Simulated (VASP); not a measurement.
# AlCd2O (Cmmm) in VASP: further runs

AlCd2O is run at these levels: PBE; tasks: single point.

All numbers are computed with VASP 6.6.1; they aren't measurements. Logs are shortened: lines on timing, memory, paths and dates and some standing lists are left out, and cuts for length are marked.

### 1 The cell of the first run

Symmetry: Cmmm, No. 65, orthorhombic system. Conventional cell: a = 4.737 Å, b = 6.907 Å, c = 4.578 Å, α = 90.00°, β = 90.00°, γ = 90.00°. Al (site symmetry mmm) has 2 O at 2.37 Å and 4 Cd at 2.66 Å within 3.1 Å. Cd (site symmetry m2m) has 3 Cd at 2.49 to 2.69 Å and 2 Al at 2.66 Å and 2 O at 3.11 Å within 3.3 Å. Within 3.1 Å of O (site symmetry mmm) lie 2 Al at 2.37 Å.

### 2 Single point, PBE

INCAR

```
PREC     = Accurate       # precision mode
ENCUT    = 520            # plane-wave cutoff, eV
EDIFF    = 1E-6           # SCF threshold, eV
ISMEAR   = 0              # smearing method
SIGMA    = 0.1            # smearing width, eV
LREAL    = F              # projectors in reciprocal space
LASPH    = T              # aspherical terms in the spheres
NELM     = 60             # most SCF steps
ALGO     = Normal         # electronic algorithm
ISIF     = 2              # what is computed and relaxed
LWAVE    = F              # write WAVECAR
LCHARG   = T              # write CHGCAR
GGA      = PE             # functional
LELF     = T              # ELF
LVHAR    = T            
NBANDS   = 24             # bands
```

KPOINTS

```
regular mesh
0
Gamma
  4 4 4
```

POSCAR

```
AlCd2O
1.0
    2.3685575300     -3.4535621700      0.0000000000
    2.3685575300      3.4535621700      0.0000000000
    0.0000000000      0.0000000000      4.5777688500
Al Cd O
1 2 1
Direct
    0.5000000000      0.5000000000      0.0000000000
    0.6950567500      0.3049432500      0.5000000000
    0.3049432500      0.6950567500      0.5000000000
    0.0000000000      0.0000000000      0.0000000000
```

Potentials or basis: VASP PAW PBE potentials, release 64 (Al, Cd, O).

The run is started by

```sh
$ cat potpaw_PBE.64/Al/POTCAR potpaw_PBE.64/Cd/POTCAR potpaw_PBE.64/O/POTCAR > POTCAR
$ mpirun -np 1 vasp_std > vasp.out
```

OUTCAR:

```text
PREC = Accurate
   ENCUT = 520
   EDIFF = 1E-6
   ISMEAR = 0
   LREAL = F
   LASPH = T
   NELM = 60
   ISIF = 2
   GGA = PE

 ion  position               nearest neighbor table
   1  0.500  0.500  0.000-   4 2.37   4 2.37   2 2.66   2 2.66   3 2.66   3 2.66
   2  0.695  0.305  0.500-   3 2.49   3 2.49   1 2.66   1 2.66   3 2.69
   3  0.305  0.695  0.500-   2 2.49   2 2.49   1 2.66   1 2.66   2 2.69
   4  0.000  0.000  0.000-   1 2.37   1 2.37

  LATTYP: Found a base centered orthorhombic cell.
 ALAT       =     4.7371150600
 B/A-ratio  =     1.4580866735
 C/A-ratio  =     0.9663621829

  Lattice vectors:

 A1 = (   2.3685575300,  -3.4535621700,   0.0000000000)
 A2 = (   2.3685575300,   3.4535621700,   0.0000000000)
 A3 = (   0.0000000000,   0.0000000000,   4.5777688500)

Analysis of symmetry for initial positions (statically):
=====================================================================
 Subroutine PRICEL returns:
 Original cell was already a primitive cell.

 Routine SETGRP: Setting up the symmetry group for a
 base centered orthorhombic supercell.

 Subroutine GETGRP returns: Found  8 space group operations
 (whereof  8 operations were pure point group operations)
 out of a pool of  8 trial point group operations.

The static configuration has the point symmetry D_2h.

Analysis of symmetry for dynamics (positions and initial velocities):
=====================================================================
 Subroutine PRICEL returns:
 Original cell was already a primitive cell.

 Routine SETGRP: Setting up the symmetry group for a
 base centered orthorhombic supercell.

 Subroutine GETGRP returns: Found  8 space group operations
 (whereof  8 operations were pure point group operations)
 out of a pool of  8 trial point group operations.

The dynamic configuration has the point symmetry D_2h.

 Subroutine INISYM returns: Found  8 space group operations
 (whereof  8 operations are pure point group operations),
 and found     1 'primitive' translations

----------------------------------------------------------------------------------------

                                     Primitive cell

  volume of cell :      74.8919

  direct lattice vectors                    reciprocal lattice vectors
     2.368557530 -3.453562170  0.000000000     0.211098947 -0.144778051  0.000000000
     2.368557530  3.453562170  0.000000000     0.211098947  0.144778051  0.000000000
     0.000000000  0.000000000  4.577768850     0.000000000  0.000000000  0.218447028

  length of vectors
     4.187738821  4.187738821  4.577768850     0.255975486  0.255975486  0.218447028

  position of ions in fractional coordinates (direct lattice)
     0.500000000  0.500000000  0.000000000
     0.695056750  0.304943250  0.500000000
     0.304943250  0.695056750  0.500000000
     0.000000000  0.000000000  0.000000000

  ion indices of the primitive-cell ions
   primitive index   ion index
                 1           1
                 2           2
                 3           3
                 4           4

----------------------------------------------------------------------------------------

 KPOINTS: regular mesh

Automatic generation of k-mesh.
 Grid dimensions read from file:
 generate k-points for:    4    4    4

 Generating k-lattice:

  Cartesian coordinates                     Fractional coordinates (reciprocal lattice)
     0.052774737 -0.036194513  0.000000000     0.250000000  0.000000000  0.000000000
     0.052774737  0.036194513  0.000000000     0.000000000  0.250000000  0.000000000
     0.000000000  0.000000000  0.054611757     0.000000000  0.000000000  0.250000000

  Length of vectors
     0.063993871  0.063993871  0.054611757

  Shift w.r.t. Gamma in fractional coordinates (k-lattice)
     0.000000000  0.000000000  0.000000000

 Subroutine IBZKPT returns following result:
 ===========================================

 Found     21 irreducible k-points:

 Following reciprocal coordinates:
            Coordinates               Weight
  0.000000  0.000000  0.000000      1.000000
  0.250000 -0.000000  0.000000      4.000000
  0.500000 -0.000000  0.000000      2.000000
  0.250000  0.250000  0.000000      2.000000
  0.500000  0.250000  0.000000      4.000000
 -0.250000  0.250000  0.000000      2.000000
[... 13 lines left out ...]
 -0.250000  0.250000  0.500000      2.000000
  0.500000  0.500000  0.500000      1.000000
   k-points           NKPTS =     21   k-points in BZ     NKDIM =     21   number of bands    NBANDS=     24
   number of dos      NEDOS =    301   number of ions     NIONS =      4
   total plane-waves  NPLWV =  36864
   dimension x,y,z NGX =    32 NGY =   32 NGZ =   36
   dimension x,y,z NGXF=    64 NGYF=   64 NGZF=   72
   ions per type =               1   2   1
   NGX,Y,Z   is equivalent  to a cutoff of  12.70, 12.70, 13.07 a.u.
   NGXF,Y,Z  is equivalent  to a cutoff of  25.41, 25.41, 26.15 a.u.
 SYSTEM =  unknown system
   PREC   = accura    normal or accurate (medium, high low for compatibility)
   ISTART =      0    job   : 0-new  1-cont  2-samecut
   ICHARG =      2    charge: 1-file 2-atom 10-const
   ISPIN  =      1    spin polarized calculation?
   LNONCOLLINEAR =      F non collinear calculations
   LSORBIT =      F    spin-orbit coupling
   LASPH  =      T    aspherical Exc in radial PAW
   ENCUT  =  520.0 eV  38.22 Ry    6.18 a.u.   7.79  7.79  8.51*2*pi/ulx,y,z
   NELM   =     60;   NELMIN=  2; NELMDL= -5     # of ELM steps
   EDIFF  = 0.1E-05   stopping-criterion for ELM
   LREAL  =      F    real-space projection
[... 7 lines left out ...]
   TEBEG  =    0.0;   TEEND  =   0.0 temperature during run
   PSTRESS=    0.0 pullay stress
   NELECT =      33.0000    total number of electrons
   NUPDOWN=      -1.0000    fix difference up-down
   EMIN   =  10.00;   EMAX   =-10.00  energy-range for DOS
   EFERMI =   0.00;   METHOD = LEGACY
   ISMEAR =     0;   SIGMA  =   0.10  broadening in eV -4-tet -1-fermi 0-gaus
   EFERMI_NEDOS =   21; number of points for ismear=-14 and -15
   IALGO  =     38    algorithm
   IMIX   =      4    mixing-type and parameters
     AMIX     =   0.40;   BMIX     =  1.00
     AMIX_MAG =   1.60;   BMIX_MAG =  1.00
  volume/ion in A,a.u.               =      18.72       126.35
  Fermi-wavevector in a.u.,A,eV,Ry     =   1.245760  2.354145 21.115133  1.551918
  Thomas-Fermi vector in A             =   2.379968
   LORBIT       =      0    0 simple, 1 ext, 2 COOP (PROOUT), +10 PAW based schemes
   GGA     = PE    functional components
   LHFCALC =     F    Hartree Fock is set to
   AEXX    =    0.0000 exact exchange contribution
   IVDW    =     0    specifies the selected vdW correction
   LEPSILON=     F    determine dielectric tensor
   LRPA    =     F    only Hartree local field effects (RPA)
 non-spin polarized calculation
 Gauss-broadening in eV      SIGMA  =   0.10
  energy-cutoff  :      520.00
  volume of cell :       74.89
 maximum number of plane-waves:      2040
   NGX = 15   NGY = 15   NGZ = 17

 number of electron      32.9999989 magnetization

 Free energy of the ion-electron system (eV)
  ---------------------------------------------------
  ext. energy  EPLUGINS =         0.00000000
  ---------------------------------------------------
  free energy    TOTEN  =        -8.96487944 eV

  energy without entropy =       -8.95797690  energy(sigma->0) =       -8.96142817

 E-fermi :   2.9838     XC(G=0): -10.2224

 val. band max:        2.9383589619   @ k =   0.5000  -0.0000   0.5000
 cond. band min:       3.0492941875   @ k =   0.5000  -0.0000   0.5000
 fundamental gap:      0.1109352257
 Fermi energy:         2.9838251530

 k-point     1 :       0.0000    0.0000    0.0000
  band No.  band energies     occupation
      1     -13.5381      2.00000
      2      -7.6671      2.00000
      3      -6.8882      2.00000
      4      -6.8349      2.00000
      5      -6.7929      2.00000
      6      -6.5053      2.00000
[... 16 lines left out ...]
     23      10.8438      0.00000
     24      11.9545      0.00000

 k-point     2 :       0.2500   -0.0000    0.0000
  band No.  band energies     occupation
      1     -13.4942      2.00000
      2      -7.6984      2.00000
      3      -6.7725      2.00000
      4      -6.7677      2.00000
      5      -6.7021      2.00000
      6      -6.5650      2.00000
[... 16 lines left out ...]
     23      10.8389      0.00000
     24      12.3505      0.00000

 k-point     3 :       0.5000   -0.0000    0.0000
  band No.  band energies     occupation
      1     -13.4499      2.00000
      2      -7.4070      2.00000
      3      -7.3865      2.00000
      4      -6.6857      2.00000
      5      -6.6132      2.00000
      6      -6.4802      2.00000
[... 16 lines left out ...]
     23      12.0877      0.00000
     24      13.1665      0.00000

 k-point     4 :       0.2500    0.2500    0.0000
  band No.  band energies     occupation
      1     -13.4510      2.00000
      2      -7.5650      2.00000
      3      -7.2003      2.00000
      4      -6.7429      2.00000
      5      -6.6320      2.00000
      6      -6.3680      2.00000
[... 16 lines left out ...]
     23      11.6927      0.00000
     24      11.9461      0.00000

 k-point     5 :       0.5000    0.2500    0.0000
  band No.  band energies     occupation
      1     -13.4443      2.00000
      2      -7.5331      2.00000
      3      -7.0493      2.00000
      4      -6.8974      2.00000
      5      -6.5709      2.00000
      6      -6.5244      2.00000
[... 370 lines left out ...]
 k-point    19 :       0.5000    0.2500    0.5000
  band No.  band energies     occupation
      1     -13.4360      2.00000
      2      -7.5284      2.00000
      3      -7.0567      2.00000
      4      -6.9084      2.00000
      5      -6.7003      2.00000
      6      -6.4772      2.00000
[... 16 lines left out ...]
     23      12.4083      0.00000
     24      13.1304      0.00000

 k-point    20 :      -0.2500    0.2500    0.5000
  band No.  band energies     occupation
      1     -13.4688      2.00000
      2      -7.5995      2.00000
      3      -6.9908      2.00000
      4      -6.7020      2.00000
      5      -6.6944      2.00000
      6      -6.6193      2.00000
[... 16 lines left out ...]
     23      11.8387      0.00000
     24      12.2587      0.00000

 k-point    21 :       0.5000    0.5000    0.5000
  band No.  band energies     occupation
      1     -13.4343      2.00000
      2      -7.5301      2.00000
      3      -7.0585      2.00000
      4      -6.7669      2.00000
      5      -6.7625      2.00000
      6      -6.3703      2.00000
[... 16 lines left out ...]
     23      13.7704      0.00000
     24      14.0145      0.00000

------------------------ aborting loop because EDIFF is reached ----------------------------------------

  FORCE on cell =-STRESS in cart. coord.  units (eV):
  Direction    XX          YY          ZZ          XY          YZ          ZX
  --------------------------------------------------------------------------------------
  -------------------------------------------------------------------------------------
  Total        3.2068881      4.5555171      3.2493191     -0.0000000      0.0000000      0.0000000
  in kB       68.6055615     97.4570345     69.5132950     -0.0000000      0.0000000      0.0000000
  external PRESSURE =      78.5252970 kB  Pullay stress =       0.0000000 kB

 VOLUME and BASIS-vectors are now :
 -----------------------------------------------------------------------------
  energy-cutoff  :      520.00
  volume of cell :       74.89
      direct lattice vectors                 reciprocal lattice vectors
     2.368557530 -3.453562170  0.000000000     0.211098947 -0.144778051  0.000000000
     2.368557530  3.453562170  0.000000000     0.211098947  0.144778051  0.000000000
     0.000000000  0.000000000  4.577768850     0.000000000  0.000000000  0.218447028

 POSITION                                       TOTAL-FORCE (eV/Angst)
 -----------------------------------------------------------------------------------
      2.36856      0.00000      0.00000         0.000000      0.000000     -0.000000
      2.36856     -1.34728      2.28888         0.000000     -0.646469     -0.000000
      2.36856      1.34728      2.28888         0.000000      0.646469      0.000000
      0.00000      0.00000      0.00000         0.000000      0.000000     -0.000000
 -----------------------------------------------------------------------------------
    total drift:                               -0.000000     -0.000000      0.000000

  FREE ENERGIE OF THE ION-ELECTRON SYSTEM (eV)
  ---------------------------------------------------
  free  energy   TOTEN  =        -8.9648794394 eV

  energy  without entropy=       -8.9579769028  energy(sigma->0) =       -8.96142817
```

Wall time 17 s (1 thread of Intel Xeon 6975P-C (Granite Rapids), shared host); peak memory 0.19 GiB.

Results:

* Free energy: -8.9649 eV
* Pressure: 7.9 GPa
* Largest force: 0.646 eV/Å

Forces in eV/Å, atoms in the order of the input:
```
Al   0.000  0.000  0.000
Cd   0.000 -0.646  0.000
Cd   0.000  0.646  0.000
O    0.000  0.000  0.000
```

Levels at points of the mesh, in eV from the Fermi level:
| k point | band 14 | band 15 | band 16 | band 17 | band 18 | band 19 |
| --- | --- | --- | --- | --- | --- | --- |
| (0.00, 0.00, 0.00) | -2.92 | -1.65 | 0.63 | 0.89 | 2.10 | 2.31 |
| (0.50, 0.00, 0.00) | -2.55 | -1.84 | -1.58 | 0.38 | 2.01 | 2.80 |
| (0.50, 0.50, 0.00) | -3.86 | -1.71 | -0.60 | 0.97 | 1.83 | 2.03 |
| (0.00, 0.00, 0.50) | -3.09 | -1.58 | -1.13 | 2.57 | 2.97 | 3.62 |
| (0.50, 0.00, 0.50) | -4.02 | -1.98 | -0.34 | -0.05 | 0.07 | 1.98 |
| (0.50, 0.50, 0.50) | -3.33 | -3.28 | -2.74 | -1.20 | 0.15 | 1.31 |

Caveat: the k points lie up to 0.40 Å⁻¹ apart; an odd number of electrons without spin polarisation forces a metal; a magnetic or distorted state may lie lower.

[end of part 1 of 2]
